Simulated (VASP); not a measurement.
A run of VASP 6.6.1 is set up as follows.

File INCAR:

```
ALGO = Normal
DIPOL = 0.5 0.5 0.304
EDIFF = 1E-6
ENCUT = 520
GGA = PE
IDIPOL = 3
ISIF = 2
ISMEAR = 0
ISPIN = 2
KPAR = 4
LASPH = T
LCHARG = F
LDIPOL = T
LORBIT = 11
LREAL = F
LWAVE = F
MAGMOM = 0 0 0 0 0 0 0 0 0 0 0 0 1 0
NBANDS = 40
NELM = 150
PREC = Accurate
SIGMA = 0.1
```

KPOINTS

```
k-points
0
Gamma
  5 5 1
```

The input POSCAR:

```
Li12NO
1.0
    5.9451735978      0.0000000000      0.0000000000
   -1.9817245326      5.6051634218      0.0000000000
    0.0000000000      0.0000000000     22.6831262891
Li N O
12 1 1
Direct
    0.2500000000      0.2500000000      0.1763425354
    0.2500000000      0.7500000000      0.1763425354
    0.7500000000      0.2500000000      0.1763425354
    0.7500000000      0.7500000000      0.1763425354
    0.0000000000      0.0000000000      0.2794233694
    0.0000000000      0.5000000000      0.2794233694
    0.5000000000      0.0000000000      0.2794233694
    0.5000000000      0.5000000000      0.2794233694
    0.2500000000      0.2500000000      0.3828011262
    0.2500000000      0.7500000000      0.3828011262
    0.7500000000      0.2500000000      0.3828011262
    0.7500000000      0.7500000000      0.3828011262
    0.9166666667      0.5833333333      0.4515747150
    1.0885556720      0.7552223387      0.4515747150
```

Potentials or basis: VASP PAW PBE potentials, release 64 (Li_sv, N, O).

Launch:

```bash
$ cat potpaw_PBE.64/Li_sv/POTCAR potpaw_PBE.64/N/POTCAR potpaw_PBE.64/O/POTCAR > POTCAR
$ mpirun -np 4 vasp_std > vasp.out
```

(1) Predict the largest force.

(2) Estimate the site moments.

(3) What does it give for the net moment?

Answers

(1) 6.878 eV/Å.

(2) Li -0.00, +0.00, -0.01, +0.01 (each value once); N +0.68; O +0.42 μB.

(3) 1.58 μB per cell.

Caveat: the standard files for N, O and F lose accuracy on very short bonds.
